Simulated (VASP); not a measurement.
Set up this calculation in VASP 6.6.1, as the native input.

```yaml
Task: relaxation of cell and atoms
Functional: PBE
Potentials_or_basis: VASP PAW PBE potentials, release 64 (Al, B, P)
Cutoff: 600 eV
k_mesh: 12 × 12 × 4
Occupations: gaussian, width 0.1 eV
Spin: no spin polarisation
Dipole_correction: no
Further_INCAR_settings: ALGO = Normal; EDIFF = 1e-06; IBRION = 2; EDIFFG = -0.01; NSW = 100; ISIF = 3
```

The structure of Al4B3P lies in POSCAR:

```
Al4B3P
1.0
    3.5091543447      0.0000000000      0.0000000000
   -1.7545771724      3.0390168084      0.0000000000
    0.0000000000      0.0000000000      9.6288132458
Al B P
4 3 1
Direct
    0.6666666667      0.3333333333      0.3335252171
    0.6666666667      0.3333333333      0.8749880363
    0.3333333333      0.6666666667      0.6664747829
    0.3333333333      0.6666666667      0.1250119637
    0.0000000000      0.0000000000      0.0000000000
    0.0000000000      0.0000000000      0.8194025345
    0.0000000000      0.0000000000      0.1805974655
    0.0000000000      0.0000000000      0.5000000000
```

The cell was generated, and may not be a known phase.

These files were run (other wordings do the same):

INCAR

```
PREC = Accurate
ENCUT = 600
EDIFF = 1E-6
ISMEAR = 0
SIGMA = 0.1
LREAL = False
LASPH = True
NELM = 80
ALGO = Normal
ISIF = 3
LWAVE = False
LCHARG = False
GGA = PE
IBRION = 2
NSW = 100
EDIFFG = -0.01
```

KPOINTS

```
Automatic mesh
0
Gamma
  12 12 4
```

Potentials or basis: VASP PAW PBE potentials, release 64 (Al, B, P).

Run with:

```sh
$ cat potpaw_PBE.64/Al/POTCAR potpaw_PBE.64/B/POTCAR potpaw_PBE.64/P/POTCAR > POTCAR
$ mpirun -np 1 vasp_std > vasp.out
```

Results of the run:

| Item | Value |
| --- | --- |
| Relaxed volume | 12.80 Å³/atom |
| Relaxed cell | a = 3.508 Å, b = 3.508 Å, c = 9.607 Å, α = 90.00°, β = 90.00°, γ = 120.00° |
| Space group after relaxing (to 0.1 Å) | P-3m1 (No. 164) |
| Energy gained by relaxing | 0.4 meV/atom |
| Ionic steps | 8 |
| Pressure after relaxing | 0.0 GPa |
| Largest force after relaxing | 0.007 eV/Å |
| Band gap on the k mesh | zero (bands 13 and 14 overlap by 3.18 eV) |

Run time: 9.6 min on 1 thread of Intel Xeon 8259CL, on a shared host, peak memory 0.35 GiB.
